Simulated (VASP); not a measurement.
## NaCl: single point with PBE

NaCl:

```
Na Cl
1.0
     4.72108    0.00000    0.00000
    -2.36054    4.08857    0.00000
     0.00000    0.00000    5.56948
Na Cl
2 2
Direct
  0.33333 0.66667 0.93750
  0.66667 0.33333 0.43750
  0.33333 0.66667 0.43750
  0.66667 0.33333 0.93750
```

```json
{"Program": "VASP 6.6.1", "Task": "single point", "Functional": "PBE", "Potentials or basis": "VASP PAW PBE potentials, release 64 (Na_pv, Cl)", "Cutoff": "520 eV", "k mesh": "6 × 6 × 2", "Occupations": "gaussian, width 0.01 eV", "Spin": "no spin polarisation"}
```

```json
{
 "Pressure": "0.8 GPa",
 "Band gap on the k mesh": "4.84 eV"
}
```

Stress tensor (GPa, compression positive):
```
0.75 0.00 0.00
0.00 0.75 0.00
0.00 0.00 0.99
```

Levels at points of the mesh, in eV from the valence-band top:
| k point | band 11 | band 12 | band 13 | band 14 | band 15 | band 16 | band 17 | band 18 |
| --- | --- | --- | --- | --- | --- | --- | --- | --- |
| (0.00, 0.00, 0.00) | -0.78 | -0.32 | -0.32 | 0.00 | 4.84 | 7.66 | 9.79 | 9.79 |
| (0.50, 0.00, 0.00) | -0.98 | -0.79 | -0.51 | -0.23 | 7.27 | 7.60 | 8.83 | 8.90 |
| (0.00, 0.00, 0.50) | -0.56 | -0.56 | -0.56 | -0.56 | 6.62 | 6.62 | 9.68 | 9.68 |
| (0.50, 0.00, 0.50) | -0.65 | -0.65 | -0.26 | -0.26 | 7.35 | 7.35 | 9.88 | 9.88 |

Run time: 34 s on 1 thread of Intel Xeon 8259CL (shared host), peak memory 0.23 GiB.

Caveat: the k points lie up to 0.56 Å⁻¹ apart.
